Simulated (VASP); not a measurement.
# H17ClO8 in VASP: further runs, part 2 of 2

VASP 6.6.1. The steps go on from the part before.

## Step 3: Single point, PBE+D3(BJ)

This run uses another cell than the first one, of 8.06 Å³/atom.

File INCAR:

```
PREC = Accurate ; ENCUT = 520
EDIFF = 1E-6 ; ISMEAR = -1
SIGMA = 0.02 ; LREAL = False
LASPH = True ; NELM = 120
ALGO = Normal ; ISIF = 2
LWAVE = False ; LCHARG = False
GGA = PE ; IVDW = 12
NBANDS = 55 ; GGA_COMPAT = False
```

File KPOINTS:

```
regular mesh
0
Gamma
  1 1 1
```

File POSCAR:

```
H17ClO8
1.0
    6.0841370000      0.0000000000      0.0000000000
    0.0000000000      5.6572090000      0.0000000000
    0.0000000000      0.0000000000      6.0904210000
O H Cl
8 17 1
Direct
    0.2118624219      0.9856980713      0.4299045994
    0.8249978592     -0.0435727229      0.6501849380
    0.5612792743      0.7424685918      0.9294431370
    0.7327251178      0.3605311382      0.1584455327
    0.5885962134     -0.0333203175      0.2934936682
    0.4898969238      0.5141404534      0.4873718910
    0.1396089536      0.3945231650      0.2768117344
   -0.0428162614      0.5183297983      0.7756278261
    0.1471531624      1.1350650117      0.3705490967
    0.3870885879      0.9791930968      0.3637843755
    0.7471725242     -0.0001944422      0.5152024794
    0.8562430465      0.1069608706      0.7070939759
    0.4343426192      0.8230030038      0.8722385530
    0.6779268777      0.7665263914      0.8211419211
    0.6803265607      0.4511942196      0.0340698943
    0.8999139894      0.3872580985      0.1985741216
    0.5958116985     -0.1620410347      0.1696598642
    0.6412577495      0.1238419864      0.2241552760
    0.6160117696      0.4618178328      0.3865906807
    0.4884176671      0.4613228891      0.6428619631
    0.2657402356      0.4448306577      0.3767719834
    0.2267536053      0.3218901759      0.1540123417
    0.0168963980      0.6159927979      0.6565227593
    0.0924535394      0.4127653760      0.8016522996
    0.2170069477      0.0023333061      0.5939162498
    0.3197824112      0.1762353132      0.8541774042
```

Potentials or basis: VASP PAW PBE potentials, release 64 (O, H, Cl).

Launch:

```bash
$ cat potpaw_PBE.64/O/POTCAR potpaw_PBE.64/H/POTCAR potpaw_PBE.64/Cl/POTCAR > POTCAR
$ mpirun -np 1 vasp_gam > vasp.out
```

OUTCAR:

```text
PREC = Accurate
   ENCUT = 520
   EDIFF = 1E-6
   ISMEAR = -1
   LREAL = False
   LASPH = True
   NELM = 120
   ISIF = 2
   GGA = PE
   IVDW = 12
 IVDW          = 12

 ion  position               nearest neighbor table
   1  0.212  0.986  0.430-   9 1.00  25 1.00  10 1.14
   2  0.825  0.956  0.650-  12 0.94  11 0.98
   3  0.561  0.742  0.929-  13 0.96  14 0.98
   4  0.733  0.361  0.158-  15 0.97  16 1.06
   5  0.589  0.967  0.293-  18 1.04  17 1.05  10 1.30
[... 299 lines left out ...]
  -------------------------------------------------------------------------------------
  Total       2.29690     5.87987     4.35591    -1.01284    -1.62040     1.54844
  in kB      17.55512    44.93968    33.29207    -7.74108   -12.38470    11.83467
  external pressure =       31.93 kB  Pullay stress =        0.00 kB

 VOLUME and BASIS-vectors are now :
 -----------------------------------------------------------------------------
  energy-cutoff  :      520.00
  volume of cell :      209.63
      direct lattice vectors                 reciprocal lattice vectors
     6.084137000  0.000000000  0.000000000     0.164361848  0.000000000  0.000000000
     0.000000000  5.657209000  0.000000000     0.000000000  0.176765610  0.000000000
     0.000000000  0.000000000  6.090421000     0.000000000  0.000000000  0.164192262

 POSITION                                       TOTAL-FORCE (eV/Angst)
 -----------------------------------------------------------------------------------
      1.28900      5.57630      2.61830         0.423114     -1.138685      0.078758
      5.01940      5.41071      3.95990        -0.143047     -0.936745     -0.578570
      3.41490      4.20030      5.66070         0.297236     -1.751255      0.954894
      4.45800      2.03960      0.96500         1.645434     -0.371868      1.316423
      3.58110      5.46871      1.78750        -0.074650     -0.185209     -0.840087
      2.98060      2.90860      2.96830        -0.191529      0.089649     -0.120329
[... 18 lines left out ...]
      1.32030      0.01320      3.61720        -0.008005      0.196339     -0.315655
      1.94560      0.99700      5.20230         0.029507      0.276551      0.434818
 -----------------------------------------------------------------------------------
    total drift:                               -0.000043      0.002303     -0.001178

  FREE ENERGIE OF THE ION-ELECTRON SYSTEM (eV)
  ---------------------------------------------------
  free  energy   TOTEN  =      -123.8354040489 eV

  energy  without entropy=     -123.8354040489  energy(sigma->0) =     -123.83540405
```

stdout:

```text
POSCAR found type information on POSCAR O H Cl
 POSCAR found :  3 types and      26 ions
 scaLAPACK will be used
 -----------------------------------------------------------------------------
|                                                                             |
|                                                                             |
|     You have a (more or less) 'large supercell' and for larger cells it     |
|     might be more efficient to use real-space projection operators.         |
|     Therefore, try LREAL= Auto in the INCAR file.                           |
|     Mind: For very accurate calculation, you might also keep the            |
|     reciprocal projection scheme (i.e. LREAL=.FALSE.).                      |
|                                                                             |
 -----------------------------------------------------------------------------

 LDA part: xc-table for (Slater+PW92), standard interpolation
 POSCAR, INCAR and KPOINTS ok, starting setup
 FFT: planning ... GRIDC
 FFT: planning ... GRID_SOFT
 FFT: planning ... GRID
 WAVECAR not read
 entering main loop
```

Run time: 19 s. Hardware: 1 thread of AMD EPYC 7R13 (Zen 3), shared host; peak memory 0.25 GiB.

What came out:

- Free energy: -123.8354 eV
- Pressure: 3.2 GPa
- Largest force: 2.254 eV/Å
- Dispersion energy per atom: -0.051 eV

Forces on the atoms (eV/Å):
```
O    0.423 -1.139  0.079
O   -0.143 -0.937 -0.579
O    0.297 -1.751  0.955
O    1.645 -0.372  1.316
O   -0.075 -0.185 -0.840
O   -0.192  0.090 -0.120
O    0.386 -0.688 -0.580
O    1.829 -0.683 -0.479
H   -0.244  0.388  0.151
H    0.165 -0.218  0.102
H   -0.391 -0.846 -0.443
H    0.539  1.756  1.306
H   -0.565  0.559 -0.092
H    0.491  0.576 -0.378
H    0.118  0.459 -0.448
H   -1.479  0.176 -0.695
H   -0.115  1.210  0.401
H   -0.226 -0.507 -0.170
H   -0.781  0.060  0.944
H    0.578 -0.202 -0.837
H    0.192  0.605  0.217
H   -0.516  0.468 -0.297
H   -0.670  0.185  0.253
H   -1.290  0.523  0.115
H   -0.008  0.196 -0.316
Cl   0.030  0.277  0.435
```

Stress tensor (GPa, compression positive):
```
 1.76 -0.77  1.18
-0.77  4.49 -1.24
 1.18 -1.24  3.33
```

Caveat: the k points lie up to 1.11 Å⁻¹ apart, too coarse for converged energies, forces and pressures; the atoms stand as in a frame of molecular dynamics.

## Step 4: Single point, PBE+D3(BJ)

This run uses another cell than the first one, of 7.81 Å³/atom.

File INCAR:

```
PREC     = Accurate       # precision mode
ENCUT    = 520            # plane-wave cutoff, eV
EDIFF    = 1E-6           # SCF threshold, eV
ISMEAR   = -1             # smearing method
SIGMA    = 0.02           # smearing width, eV
LREAL    = F              # projectors in reciprocal space
LASPH    = T              # aspherical terms in the spheres
NELM     = 120            # most SCF steps
ALGO     = Normal         # electronic algorithm
ISIF     = 2              # what is computed and relaxed
LWAVE    = F              # write WAVECAR
LCHARG   = F              # write CHGCAR
GGA      = PE             # functional
IVDW     = 12             # dispersion correction
NBANDS   = 55             # bands
GGA_COMPAT= F
```

KPOINTS is that of step 3.

File POSCAR:

```
H17ClO8
1.0
    6.3707780000      0.0000000000      0.0000000000
    0.0000000000      5.2032430000      0.0000000000
    0.0000000000      0.0000000000      6.1293660000
O H Cl
8 17 1
Direct
    0.2460609991      0.9893445299      0.4391155627
    0.7944555594     -0.0099745486      0.6866452419
    0.5585346091      0.7348878382      0.9410924393
    0.7544447476      0.3786100322      0.1720243170
    0.6125468506     -0.0223322263      0.2940760920
    0.4867380405      0.4987658658      0.5002474970
    0.1491968485      0.4078418017      0.2499442846
    0.0160106034      0.5463323546      0.7278077374
    0.1698222729      1.1402119793      0.3649480224
    0.4408566740      0.9801002951      0.3738722732
    0.7452621956     -0.0173545614      0.5271997136
    0.8306834738      0.1602269969      0.7048689864
    0.4073128902      0.7397501904      0.9209761662
    0.6400788098      0.8392650507      0.8305752993
    0.6624622613      0.4784131742      0.0642480805
    0.9034375393      0.4357282564      0.1985034015
    0.5936794533     -0.1290925678      0.1522180271
    0.6791949115      0.1531737034      0.2296811775
    0.6065350260      0.4674392489      0.4062899817
    0.4949317022      0.3953880301      0.6426439537
    0.2588537852      0.4887913173      0.3442607278
    0.2017649964      0.3575846832      0.1059326527
   -0.0329944004      0.7121135799      0.6668226371
    0.1042729789      0.4784708306      0.6165237971
    0.2443814555      0.0227934771      0.6036839699
    0.3303678138      0.1761401495      0.8697800066
```

Potentials or basis: VASP PAW PBE potentials, release 64 (O, H, Cl).

Launch:

```bash
$ cat potpaw_PBE.64/O/POTCAR potpaw_PBE.64/H/POTCAR potpaw_PBE.64/Cl/POTCAR > POTCAR
$ mpirun -np 1 vasp_gam > vasp.out
```

OUTCAR:

```text
PREC = Accurate
   ENCUT = 520
   EDIFF = 1E-6
   ISMEAR = -1
   LREAL = F
   LASPH = T
   NELM = 120
   ISIF = 2
   GGA = PE
   IVDW = 12
 IVDW          = 12

 ion  position               nearest neighbor table
   1  0.246  0.989  0.439-  25 1.02   9 1.03  10 1.30
   2  0.794  0.990  0.687-  12 0.92  11 1.03
   3  0.559  0.735  0.941-  13 0.97  14 1.01
   4  0.754  0.379  0.172-  16 1.01  15 1.02  18 1.32
   5  0.613  0.978  0.294-  17 1.04  18 1.08  10 1.20
   6  0.487  0.499  0.500-  19 0.97  20 1.03
   7  0.149  0.408  0.250-  22 0.98  21 1.00
   8  0.016  0.546  0.728-  24 0.95  23 0.99
   9  0.170  0.140  0.365-   1 1.03
  10  0.441  0.980  0.374-   5 1.20   1 1.30
  11  0.745  0.983  0.527-   2 1.03
  12  0.831  0.160  0.705-   2 0.92
  13  0.407  0.740  0.921-   3 0.97
  14  0.640  0.839  0.831-   3 1.01
  15  0.662  0.478  0.064-   4 1.02
  16  0.903  0.436  0.199-   4 1.01
  17  0.594  0.871  0.152-   5 1.04
  18  0.679  0.153  0.230-   5 1.08   4 1.32
  19  0.607  0.467  0.406-   6 0.97
  20  0.495  0.395  0.643-   6 1.03
  21  0.259  0.489  0.344-   7 1.00
  22  0.202  0.358  0.106-   7 0.98
  23  0.967  0.712  0.667-   8 0.99
  24  0.104  0.478  0.617-   8 0.95
  25  0.244  0.023  0.604-   1 1.02
  26  0.330  0.176  0.870-

  LATTYP: Found a simple orthorhombic cell.
 ALAT       =     5.2032430000
 B/A-ratio  =     1.1779895730
 C/A-ratio  =     1.2243860223

  Lattice vectors:

 A1 = (   0.0000000000,   5.2032430000,   0.0000000000)
 A2 = (   0.0000000000,   0.0000000000,   6.1293660000)
 A3 = (   6.3707780000,   0.0000000000,   0.0000000000)

Analysis of symmetry for initial positions (statically):
=====================================================================
 Subroutine PRICEL returns:
 Original cell was already a primitive cell.

 Routine SETGRP: Setting up the symmetry group for a
 simple orthorhombic supercell.

 Subroutine GETGRP returns: Found  1 space group operations
 (whereof  1 operations were pure point group operations)
 out of a pool of  8 trial point group operations.

The static configuration has the point symmetry C_1 .

Analysis of symmetry for dynamics (positions and initial velocities):
=====================================================================
 Subroutine PRICEL returns:
 Original cell was already a primitive cell.

 Routine SETGRP: Setting up the symmetry group for a
 simple orthorhombic supercell.

 Subroutine GETGRP returns: Found  1 space group operations
 (whereof  1 operations were pure point group operations)
 out of a pool of  8 trial point group operations.

The dynamic configuration has the point symmetry C_1 .

 Subroutine INISYM returns: Found  1 space group operations
 (whereof  1 operations are pure point group operations),
 and found     1 'primitive' translations

----------------------------------------------------------------------------------------

                                     Primitive cell

[... 80 lines left out ...]
     0.000000000  0.000000000  0.163149011     0.000000000  0.000000000  1.000000000

  Length of vectors
     0.156966700  0.192187834  0.163149011

  Shift w.r.t. Gamma in fractional coordinates (k-lattice)
     0.000000000  0.000000000  0.000000000

 Subroutine IBZKPT returns following result:
 ===========================================

 Found      1 irreducible k-points:

 Following reciprocal coordinates:
            Coordinates               Weight
  0.000000  0.000000  0.000000      1.000000
   k-points           NKPTS =      1   k-points in BZ     NKDIM =      1   number of bands    NBANDS=     55
   number of dos      NEDOS =    301   number of ions     NIONS =     26
   total plane-waves  NPLWV =  92160
   dimension x,y,z NGX =    48 NGY =   40 NGZ =   48
   dimension x,y,z NGXF=    96 NGYF=   80 NGZF=   96
   ions per type =               8  17   1
   NGX,Y,Z   is equivalent  to a cutoff of  12.53, 12.78, 13.02 a.u.
   NGXF,Y,Z  is equivalent  to a cutoff of  25.05, 25.56, 26.04 a.u.
 SYSTEM =  unknown system
   PREC   = accura    normal or accurate (medium, high low for compatibility)
   ISTART =      0    job   : 0-new  1-cont  2-samecut
   ICHARG =      2    charge: 1-file 2-atom 10-const
   ISPIN  =      1    spin polarized calculation?
   LNONCOLLINEAR =      F non collinear calculations
   LSORBIT =      F    spin-orbit coupling
   LASPH  =      T    aspherical Exc in radial PAW
   ENCUT  =  520.0 eV  38.22 Ry    6.18 a.u.  11.85  9.67 11.40*2*pi/ulx,y,z
   NELM   =    120;   NELMIN=  2; NELMDL= -5     # of ELM steps
   EDIFF  = 0.1E-05   stopping-criterion for ELM
   LREAL  =      F    real-space projection
   EDIFFG = 0.1E-04   stopping-criterion for IOM
   NSW    =      0    number of steps for IOM
   IBRION =     -1    ionic relax: 0-MD 1-quasi-New 2-CG
   NFREE  =      0    steps in history (QN), initial steepest desc. (CG)
   ISIF   =      2    stress and relaxation
   ISYM   =      2    0-nonsym 1-usesym 2-fastsym
   POTIM  = 0.5000    time-step for ionic-motion
   TEBEG  =    0.0;   TEEND  =   0.0 temperature during run
   PSTRESS=    0.0 pullay stress
   NELECT =      72.0000    total number of electrons
   NUPDOWN=      -1.0000    fix difference up-down
   EMIN   =  10.00;   EMAX   =-10.00  energy-range for DOS
   EFERMI =   0.00;   METHOD = LEGACY
   ISMEAR =    -1;   SIGMA  =   0.02  broadening in eV -4-tet -1-fermi 0-gaus
   EFERMI_NEDOS =   21; number of points for ismear=-14 and -15
   IALGO  =     38    algorithm
   IMIX   =      4    mixing-type and parameters
     AMIX     =   0.40;   BMIX     =  1.00
     AMIX_MAG =   1.60;   BMIX_MAG =  1.00
  volume/ion in A,a.u.               =       7.81        52.74
  Fermi-wavevector in a.u.,A,eV,Ry     =   1.158488  2.189225 18.260310  1.342095
  Thomas-Fermi vector in A             =   2.295090
   LORBIT       =      0    0 simple, 1 ext, 2 COOP (PROOUT), +10 PAW based schemes
   GGA     = PE    functional components
   LHFCALC =     F    Hartree Fock is set to
   AEXX    =    0.0000 exact exchange contribution
   IVDW    =    12    specifies the selected vdW correction
   LEPSILON=     F    determine dielectric tensor
   LRPA    =     F    only Hartree local field effects (RPA)
 non-spin polarized calculation
  energy-cutoff  :      520.00
  volume of cell :      203.18
 maximum number of plane-waves:      2740
 NGX is ok and might be reduce to    48
   NGX = 23   NGY = 19   NGZ = 23

 number of electron      72.0000017 magnetization

 Free energy of the ion-electron system (eV)
  ---------------------------------------------------
  ext. energy  EPLUGINS =         0.00000000
  ---------------------------------------------------
  free energy    TOTEN  =      -122.44104569 eV

  energy without entropy =     -122.44104569  energy(sigma->0) =     -122.44104569

 E-fermi :  -0.7297     XC(G=0):  -8.1872

 val. band max:       -1.2739226693   @ k =   0.0000   0.0000   0.0000
 cond. band min:       3.2964416992   @ k =   0.0000   0.0000   0.0000
 fundamental gap:      4.5703643685
 Fermi energy:        -0.7297409072

 k-point     1 :       0.0000    0.0000    0.0000
  band No.  band energies     occupation
      1     -21.8396      2.00000
      2     -21.2402      2.00000
      3     -20.9803      2.00000
      4     -20.6413      2.00000
      5     -20.5640      2.00000
      6     -20.0884      2.00000
[... 40 lines left out ...]
     47       8.9842      0.00000
     48       9.6247      0.00000
 [bands above 48 left out]

------------------------ aborting loop because EDIFF is reached ----------------------------------------

 Edisp (eV)   -1.38517

 E8    (eV) :    -0.3085

  FORCE on cell =-STRESS in cart. coord.  units (eV):
  Direction    XX          YY          ZZ          XY          YZ          ZX
  --------------------------------------------------------------------------------------
  -------------------------------------------------------------------------------------
  Total       2.64099     8.39983     2.40301    -1.81220     1.38060    -1.89660
  in kB      20.82550    66.23670    18.94887   -14.29011    10.88673   -14.95564
  external pressure =       35.34 kB  Pullay stress =        0.00 kB

 VOLUME and BASIS-vectors are now :
 -----------------------------------------------------------------------------
  energy-cutoff  :      520.00
  volume of cell :      203.18
      direct lattice vectors                 reciprocal lattice vectors
     6.370778000  0.000000000  0.000000000     0.156966700  0.000000000  0.000000000
     0.000000000  5.203243000  0.000000000     0.000000000  0.192187834  0.000000000
     0.000000000  0.000000000  6.129366000     0.000000000  0.000000000  0.163149011

 POSITION                                       TOTAL-FORCE (eV/Angst)
 -----------------------------------------------------------------------------------
      1.56760      5.14780      2.69150        -0.033627     -0.391360      0.316395
      5.06130      5.15134      4.20870        -0.900631     -2.792268     -2.115111
      3.55830      3.82380      5.76830         0.675512     -1.321795      0.974810
      4.80640      1.97000      1.05440        -0.465922      0.500888     -0.529424
      3.90240      5.08704      1.80250        -0.551491     -0.434578      0.125652
      3.10090      2.59520      3.06620        -0.650505     -0.058691      1.530727
[... 18 lines left out ...]
      1.55690      0.11860      3.70020         0.141838     -0.011173     -0.813595
      2.10470      0.91650      5.33120        -0.058829      0.359254      0.245588
 -----------------------------------------------------------------------------------
    total drift:                               -0.001030     -0.001793     -0.000655

  FREE ENERGIE OF THE ION-ELECTRON SYSTEM (eV)
  ---------------------------------------------------
  free  energy   TOTEN  =      -123.8262191068 eV

  energy  without entropy=     -123.8262191068  energy(sigma->0) =     -123.82621911
```

It took 19 s on 1 thread of AMD EPYC 7R13 (Zen 3), shared host; peak memory 0.24 GiB.

Results:

* Free energy: -123.8262 eV
* Pressure: 3.5 GPa
* Largest force: 3.617 eV/Å
* Dispersion energy per atom: -0.053 eV

Forces in eV/Å, atoms in the order of the input:
```
O   -0.034 -0.391  0.316
O   -0.901 -2.792 -2.115
O    0.676 -1.322  0.975
O   -0.466  0.501 -0.529
O   -0.551 -0.435  0.126
O   -0.651 -0.059  1.531
O   -1.274  0.608  1.032
O   -0.912  0.754  0.188
H    0.748 -0.432  0.259
H   -0.149  0.406 -0.265
H    0.040 -0.379  0.972
H    1.002  3.231  0.907
H   -0.109  0.343 -0.485
H   -0.320  0.133 -0.117
H    1.154 -0.010  0.263
H   -0.162  0.033 -0.369
H   -0.010 -0.085  0.202
H   -0.315  0.033  0.297
H    0.523 -0.214 -0.166
H   -0.217  0.639 -1.347
H    0.415 -0.084 -0.431
H    0.712 -0.186 -0.773
H    0.022 -0.237  0.464
H    0.696 -0.402 -0.367
H    0.142 -0.011 -0.814
Cl  -0.059  0.359  0.246
```

Stress tensor (GPa, compression positive):
```
 2.08 -1.43 -1.50
-1.43  6.62  1.09
-1.50  1.09  1.89
```

Caveat: the k points lie up to 1.21 Å⁻¹ apart, too coarse for converged energies, forces and pressures; the atoms stand as in a frame of molecular dynamics.

## Step 5: Summary

```csv
cell,pressure (GPa),largest force (eV/Å)
"a = 5.916, b = 5.640, c = 5.941 Å, 26 atoms, atomic positions A",6.2,3.65
"a = 6.084, b = 5.657, c = 6.090 Å, 26 atoms, atomic positions B",3.2,2.25
"a = 6.371, b = 5.203, c = 6.129 Å, 26 atoms, atomic positions C",3.5,3.62
```

Alike in all rows: task single point; level PBE+D3(BJ); potentials or basis VASP PAW PBE potentials, release 64 (O, H, Cl); no spin polarisation; k mesh 1 × 1 × 1; cutoff (eV) 520; smearing fermi-dirac 0.02 eV.

Caveats: all runs use coarse meshes; the atoms stand as in a frame of molecular dynamics.

Absolute energies hang on the potentials; compare differences alone.
